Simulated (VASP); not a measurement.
# NaCl (P4/mmm) in VASP: a series of runs

NaCl is run at these levels: LDA; tasks: single point.

Program: VASP 6.6.1. These are calculated values, not measurements. Logs are shortened: lines on timing, memory, paths and dates and some standing lists are left out, and cuts for length are marked.

## 1. The cell of the first run

Symmetry: P4/mmm, No. 123, tetragonal system. The conventional cell has a = 3.642 Å, b = 3.642 Å, c = 3.782 Å, α = 90.00°, β = 90.00°, γ = 90.00°. Na (site symmetry 4/mmm) has 8 Cl at 3.20 Å and 6 Na at 3.64 to 3.78 Å within 4.2 Å. Within 4.2 Å of Cl (site symmetry 4/mmm) lie 8 Na at 3.20 Å and 6 Cl at 3.64 to 3.78 Å.

## 2. Single point, LDA (strain +0.040 along x and y, +0.080 along z)

File INCAR:

```
PREC = Accurate ; ENCUT = 520
EDIFF = 1E-6 ; ISMEAR = 0
SIGMA = 0.05 ; LREAL = False
LASPH = True ; NELM = 60
ALGO = Normal ; ISIF = 2
LWAVE = False ; LCHARG = False
GGA = CA ; NBANDS = 14
```

File KPOINTS:

```
regular mesh
0
Gamma
  6 6 6
```

File POSCAR:

```
NaCl
1.0
    3.6422776000      0.0000000000      0.0000000000
    0.0000000000      3.6422776000      0.0000000000
    0.0000000000      0.0000000000      3.7823652000
Na Cl
1 1
Direct
    0.0000000000      0.0000000000      0.0000000000
    0.5000000000      0.5000000000      0.5000000000
```

Potentials or basis: VASP PAW LDA potentials, release 64 (Na_pv, Cl).

The run is started by

```console
cat potpaw_LDA.64/Na_pv/POTCAR potpaw_LDA.64/Cl/POTCAR > POTCAR
mpirun -np 1 vasp_std > vasp.out
```

OUTCAR:

```text
PREC = Accurate
   ENCUT = 520
   EDIFF = 1E-6
   ISMEAR = 0
   LREAL = False
   LASPH = True
   NELM = 60
   ISIF = 2
   GGA = CA

 ion  position               nearest neighbor table
   1  0.000  0.000  0.000-
   2  0.500  0.500  0.500-

  LATTYP: Found a simple tetragonal cell.
 ALAT       =     3.6422776000
 C/A-ratio  =     1.0384615385

  Lattice vectors:

 A1 = (   3.6422776000,   0.0000000000,   0.0000000000)
 A2 = (   0.0000000000,   3.6422776000,   0.0000000000)
 A3 = (   0.0000000000,   0.0000000000,   3.7823652000)

Analysis of symmetry for initial positions (statically):
=====================================================================
 Subroutine PRICEL returns:
 Original cell was already a primitive cell.

 Routine SETGRP: Setting up the symmetry group for a
 simple tetragonal supercell.

 Subroutine GETGRP returns: Found 16 space group operations
 (whereof 16 operations were pure point group operations)
 out of a pool of 16 trial point group operations.

The static configuration has the point symmetry D_4h.

Analysis of symmetry for dynamics (positions and initial velocities):
=====================================================================
 Subroutine PRICEL returns:
 Original cell was already a primitive cell.

 Routine SETGRP: Setting up the symmetry group for a
 simple tetragonal supercell.

 Subroutine GETGRP returns: Found 16 space group operations
 (whereof 16 operations were pure point group operations)
 out of a pool of 16 trial point group operations.

The dynamic configuration has the point symmetry D_4h.

 Subroutine INISYM returns: Found 16 space group operations
 (whereof 16 operations are pure point group operations),
 and found     1 'primitive' translations

----------------------------------------------------------------------------------------

                                     Primitive cell

  volume of cell :      50.1776

  direct lattice vectors                    reciprocal lattice vectors
     3.642277600  0.000000000  0.000000000     0.274553483  0.000000000  0.000000000
     0.000000000  3.642277600  0.000000000     0.000000000  0.274553483  0.000000000
     0.000000000  0.000000000  3.782365200     0.000000000  0.000000000  0.264384835

  length of vectors
     3.642277600  3.642277600  3.782365200     0.274553483  0.274553483  0.264384835

  position of ions in fractional coordinates (direct lattice)
     0.000000000  0.000000000  0.000000000
     0.500000000  0.500000000  0.500000000

  ion indices of the primitive-cell ions
   primitive index   ion index
                 1           1
                 2           2

----------------------------------------------------------------------------------------

 KPOINTS: regular mesh

Automatic generation of k-mesh.
 Grid dimensions read from file:
 generate k-points for:    6    6    6

 Generating k-lattice:

  Cartesian coordinates                     Fractional coordinates (reciprocal lattice)
     0.045758914  0.000000000  0.000000000     0.166666667  0.000000000  0.000000000
     0.000000000  0.045758914  0.000000000     0.000000000  0.166666667  0.000000000
     0.000000000  0.000000000  0.044064139     0.000000000  0.000000000  0.166666667

  Length of vectors
     0.045758914  0.045758914  0.044064139

  Shift w.r.t. Gamma in fractional coordinates (k-lattice)
     0.000000000  0.000000000  0.000000000

 Subroutine IBZKPT returns following result:
 ===========================================

 Found     40 irreducible k-points:

 Following reciprocal coordinates:
            Coordinates               Weight
  0.000000  0.000000  0.000000      1.000000
  0.166667  0.000000  0.000000      4.000000
  0.333333  0.000000  0.000000      4.000000
  0.500000  0.000000  0.000000      2.000000
  0.166667  0.166667  0.000000      4.000000
  0.333333  0.166667  0.000000      8.000000
[... 16 lines left out ...]
  0.333333  0.000000  0.333333      8.000000
  0.500000  0.000000  0.333333      4.000000
 [... further k-points ...]
   k-points           NKPTS =     40   k-points in BZ     NKDIM =     40   number of bands    NBANDS=     14
   number of dos      NEDOS =    301   number of ions     NIONS =      2
   total plane-waves  NPLWV =  21952
   dimension x,y,z NGX =    28 NGY =   28 NGZ =   28
   dimension x,y,z NGXF=    56 NGYF=   56 NGZF=   56
   ions per type =               1   1
   NGX,Y,Z   is equivalent  to a cutoff of  12.78, 12.78, 12.31 a.u.
   NGXF,Y,Z  is equivalent  to a cutoff of  25.56, 25.56, 24.61 a.u.
 SYSTEM =  unknown system
   PREC   = accura    normal or accurate (medium, high low for compatibility)
   ISTART =      0    job   : 0-new  1-cont  2-samecut
   ICHARG =      2    charge: 1-file 2-atom 10-const
   ISPIN  =      1    spin polarized calculation?
   LNONCOLLINEAR =      F non collinear calculations
   LSORBIT =      F    spin-orbit coupling
   LASPH  =      T    aspherical Exc in radial PAW
   ENCUT  =  520.0 eV  38.22 Ry    6.18 a.u.   6.77  6.77  7.03*2*pi/ulx,y,z
   NELM   =     60;   NELMIN=  2; NELMDL= -5     # of ELM steps
   EDIFF  = 0.1E-05   stopping-criterion for ELM
   LREAL  =      F    real-space projection
   EDIFFG = 0.1E-04   stopping-criterion for IOM
   NSW    =      0    number of steps for IOM
   IBRION =     -1    ionic relax: 0-MD 1-quasi-New 2-CG
   NFREE  =      0    steps in history (QN), initial steepest desc. (CG)
   ISIF   =      2    stress and relaxation
   ISYM   =      2    0-nonsym 1-usesym 2-fastsym
   POTIM  = 0.5000    time-step for ionic-motion
   TEBEG  =    0.0;   TEEND  =   0.0 temperature during run
   PSTRESS=    0.0 pullay stress
   NELECT =      14.0000    total number of electrons
   NUPDOWN=      -1.0000    fix difference up-down
   EMIN   =  10.00;   EMAX   =-10.00  energy-range for DOS
   EFERMI =   0.00;   METHOD = LEGACY
   ISMEAR =     0;   SIGMA  =   0.05  broadening in eV -4-tet -1-fermi 0-gaus
   EFERMI_NEDOS =   21; number of points for ismear=-14 and -15
   IALGO  =     38    algorithm
   IMIX   =      4    mixing-type and parameters
     AMIX     =   0.40;   BMIX     =  1.00
     AMIX_MAG =   1.60;   BMIX_MAG =  1.00
  volume/ion in A,a.u.               =      25.09       169.31
  Fermi-wavevector in a.u.,A,eV,Ry     =   1.069747  2.021528 15.569939  1.144358
  Thomas-Fermi vector in A             =   2.205436
   LORBIT       =      0    0 simple, 1 ext, 2 COOP (PROOUT), +10 PAW based schemes
   GGA     = CA    functional components
   LHFCALC =     F    Hartree Fock is set to
   AEXX    =    0.0000 exact exchange contribution
   IVDW    =     0    specifies the selected vdW correction
   LEPSILON=     F    determine dielectric tensor
   LRPA    =     F    only Hartree local field effects (RPA)
 non-spin polarized calculation
 Gauss-broadening in eV      SIGMA  =   0.05
  energy-cutoff  :      520.00
  volume of cell :       50.18
 maximum number of plane-waves:      1374
 NGX is ok and might be reduce to    28
   NGX = 13   NGY = 13   NGZ = 15

 number of electron      14.0000006 magnetization

 Free energy of the ion-electron system (eV)
  ---------------------------------------------------
  ext. energy  EPLUGINS =         0.00000000
  ---------------------------------------------------
  free energy    TOTEN  =        -6.87376277 eV

  energy without entropy =       -6.87376277  energy(sigma->0) =       -6.87376277

 E-fermi :  -0.4572     XC(G=0):  -8.2897

 val. band max:       -0.6885661566   @ k =   0.5000   0.0000   0.5000
 cond. band min:       2.4117106197   @ k =   0.0000   0.0000   0.0000
 fundamental gap:      3.1002767763
 Fermi energy:        -0.4572303683

 k-point     1 :       0.0000    0.0000    0.0000
  band No.  band energies     occupation
      1     -22.9704      2.00000
      2     -22.9704      2.00000
      3     -22.9622      2.00000
      4     -13.5948      2.00000
      5      -1.3170      2.00000
      6      -1.0590      2.00000
      7      -1.0590      2.00000
      8       2.4117      0.00000
      9       7.4704      0.00000
     10       7.7826      0.00000
     11      12.7758      0.00000
     12      13.3359      0.00000
     13      13.3359      0.00000
     14      14.3341      0.00000

 k-point     2 :       0.1667    0.0000    0.0000
  band No.  band energies     occupation
      1     -22.9769      2.00000
      2     -22.9699      2.00000
      3     -22.9616      2.00000
      4     -13.5323      2.00000
      5      -1.7508      2.00000
      6      -1.2636      2.00000
      7      -1.0096      2.00000
      8       3.0772      0.00000
      9       7.7892      0.00000
     10       8.0331      0.00000
     11      11.7326      0.00000
     12      12.3721      0.00000
     13      12.9446      0.00000
     14      14.5481      0.00000

 k-point     3 :       0.3333    0.0000    0.0000
  band No.  band energies     occupation
      1     -22.9897      2.00000
      2     -22.9687      2.00000
      3     -22.9604      2.00000
      4     -13.4018      2.00000
      5      -2.7588      2.00000
      6      -1.1522      2.00000
      7      -0.9069      2.00000
      8       4.3046      0.00000
      9       7.5388      0.00000
     10       8.6767      0.00000
     11      10.4852      0.00000
     12      11.1684      0.00000
     13      12.7236      0.00000
     14      14.1714      0.00000

 k-point     4 :       0.5000    0.0000    0.0000
  band No.  band energies     occupation
      1     -22.9961      2.00000
      2     -22.9682      2.00000
      3     -22.9598      2.00000
      4     -13.3334      2.00000
      5      -3.1728      2.00000
      6      -1.0940      2.00000
      7      -0.8536      2.00000
      8       5.2918      0.00000
      9       6.5905      0.00000
     10       9.5244      0.00000
     11      10.0052      0.00000
     12      10.7009      0.00000
     13      11.3106      0.00000
     14      15.4523      0.00000

 k-point     5 :       0.1667    0.1667    0.0000
  band No.  band energies     occupation
      1     -22.9766      2.00000
      2     -22.9757      2.00000
      3     -22.9610      2.00000
      4     -13.4728      2.00000
      5      -1.7962      2.00000
      6      -1.5139      2.00000
      7      -1.2098      2.00000
      8       3.6594      0.00000
      9       7.9159      0.00000
     10       8.3455      0.00000
     11      11.1067      0.00000
[... 276 lines left out ...]
 k-point    22 :       0.1667    0.0000    0.3333
  band No.  band energies     occupation
      1     -22.9756      2.00000
      2     -22.9746      2.00000
      3     -22.9687      2.00000
      4     -13.3886      2.00000
      5      -2.6996      2.00000
      6      -1.4983      2.00000
      7      -0.8906      2.00000
      8       4.8043      0.00000
      9       7.2136      0.00000
     10       8.7557      0.00000
     11      10.3356      0.00000
     12      11.1705      0.00000
     13      13.3283      0.00000
     14      13.4445      0.00000

 k-point    23 :       0.3333    0.0000    0.3333
  band No.  band energies     occupation
      1     -22.9875      2.00000
      2     -22.9729      2.00000
      3     -22.9677      2.00000
      4     -13.2771      2.00000
      5      -2.5090      2.00000
      6      -2.3081      2.00000
      7      -0.7856      2.00000
      8       5.0695      0.00000
      9       7.0213      0.00000
     10       8.7879      0.00000
     11      10.3613      0.00000
     12      11.4889      0.00000
     13      12.0528      0.00000
     14      13.7541      0.00000

 k-point    24 :       0.5000    0.0000    0.3333
  band No.  band energies     occupation
      1     -22.9935      2.00000
      2     -22.9719      2.00000
      3     -22.9672      2.00000
      4     -13.2191      2.00000
      5      -2.7952      2.00000
      6      -2.2489      2.00000
      7      -0.7311      2.00000
      8       4.8574      0.00000
      9       7.2475      0.00000
     10       9.0544      0.00000
     11       9.8115      0.00000
     12      11.2620      0.00000
     13      12.0438      0.00000
     14      14.7262      0.00000

 [... further k-points ...]
[... 5 lines left out ...]
  --------------------------------------------------------------------------------------
  -------------------------------------------------------------------------------------
  Total       -1.3563394     -1.3563394     -1.9945047      0.0000000      0.0000000      0.0000000
  in kB      -43.3081270    -43.3081270    -63.6848468      0.0000000      0.0000000      0.0000000
  external PRESSURE =     -50.1003670 kB  Pullay stress =       0.0000000 kB

 VOLUME and BASIS-vectors are now :
 -----------------------------------------------------------------------------
  energy-cutoff  :      520.00
  volume of cell :       50.18
      direct lattice vectors                 reciprocal lattice vectors
     3.642277600  0.000000000  0.000000000     0.274553483  0.000000000  0.000000000
     0.000000000  3.642277600  0.000000000     0.000000000  0.274553483  0.000000000
     0.000000000  0.000000000  3.782365200     0.000000000  0.000000000  0.264384835

 POSITION                                       TOTAL-FORCE (eV/Angst)
 -----------------------------------------------------------------------------------
      0.00000      0.00000      0.00000         0.000000      0.000000      0.000000
      1.82114      1.82114      1.89118         0.000000      0.000000      0.000000
 -----------------------------------------------------------------------------------
    total drift:                               -0.000000      0.000000      0.000000

  FREE ENERGIE OF THE ION-ELECTRON SYSTEM (eV)
  ---------------------------------------------------
  free  energy   TOTEN  =        -6.8737627690 eV

  energy  without entropy=       -6.8737627690  energy(sigma->0) =       -6.87376277
```

It took 9.4 s on 1 thread of AMD EPYC 9R45 (Zen 5), shared host; peak memory 0.12 GiB.

What came out:

```
Free energy            : -6.8738 eV
Pressure               : -5.0 GPa
Band gap on the k mesh : 3.10 eV, indirect (least direct gap 3.47 eV)
```

Caveat: the cell differs from its parent crystal (strain +0.040 along x and y, +0.080 along z).

## 3. Single point, LDA (strain +0.080 along x and y, +0.040 along z)

File INCAR:

```
PREC     = Accurate       # precision mode
ENCUT    = 520            # plane-wave cutoff, eV
EDIFF    = 1E-6           # SCF threshold, eV
ISMEAR   = 0              # smearing method
SIGMA    = 0.05           # smearing width, eV
LREAL    = F              # projectors in reciprocal space
LASPH    = T              # aspherical terms in the spheres
NELM     = 60             # most SCF steps
ALGO     = Normal         # electronic algorithm
ISIF     = 2              # what is computed and relaxed
LWAVE    = F              # write WAVECAR
LCHARG   = T              # write CHGCAR
GGA      = CA             # functional
LELF     = T              # ELF
LVHAR    = T            
NBANDS   = 14             # bands
```

KPOINTS is that of step 2.

File POSCAR:

```
NaCl
1.0
    3.7823652000      0.0000000000      0.0000000000
    0.0000000000      3.7823652000      0.0000000000
    0.0000000000      0.0000000000      3.6422776000
Na Cl
1 1
Direct
    0.0000000000      0.0000000000      0.0000000000
    0.5000000000      0.5000000000      0.5000000000
```

Potentials or basis: VASP PAW LDA potentials, release 64 (Na_pv, Cl).

The run is started by

```console
cat potpaw_LDA.64/Na_pv/POTCAR potpaw_LDA.64/Cl/POTCAR > POTCAR
mpirun -np 1 vasp_std > vasp.out
```

It took 10 s on 1 thread of AMD EPYC 9R45 (Zen 5), shared host; peak memory 0.12 GiB.

It converged, with:

```
Free energy            : -6.8125 eV
Pressure               : -5.2 GPa
Band gap on the k mesh : 2.96 eV, indirect (least direct gap 3.28 eV)
```

Stress tensor (GPa, compression positive):
```
-5.86  0.00  0.00
 0.00 -5.86  0.00
 0.00  0.00 -3.93
```

Levels at points of the mesh, in eV from the valence-band top:
```
           k point  band 3  band 4  band 5  band 6  band 7  band 8  band 9  band 10  band 11  band 12
(0.00, 0.00, 0.00)  -22.40  -12.87   -0.57   -0.57   -0.32    2.96    8.09     8.43    13.27    13.27
(0.50, 0.00, 0.00)  -22.40  -12.67   -2.42   -0.40   -0.16    5.89    6.86    10.17    10.66    11.37
(0.50, 0.50, 0.00)  -22.41  -12.51   -1.88   -1.88    0.00    4.87    9.20     9.35     9.35    12.27
(0.00, 0.00, 0.50)  -22.40  -12.61   -2.40   -0.35   -0.35    5.80    7.09    10.10    10.80    10.80
(0.50, 0.00, 0.50)  -22.40  -12.46   -1.89   -1.80   -0.18    5.10    8.91     9.16     9.48    11.73
(0.50, 0.50, 0.50)  -22.41  -12.31   -1.57   -1.47   -1.47    6.56    6.61     6.61     9.75    13.44
```

Caveat: the cell differs from its parent crystal (strain +0.080 along x and y, +0.040 along z). A k mesh can miss the band edges.
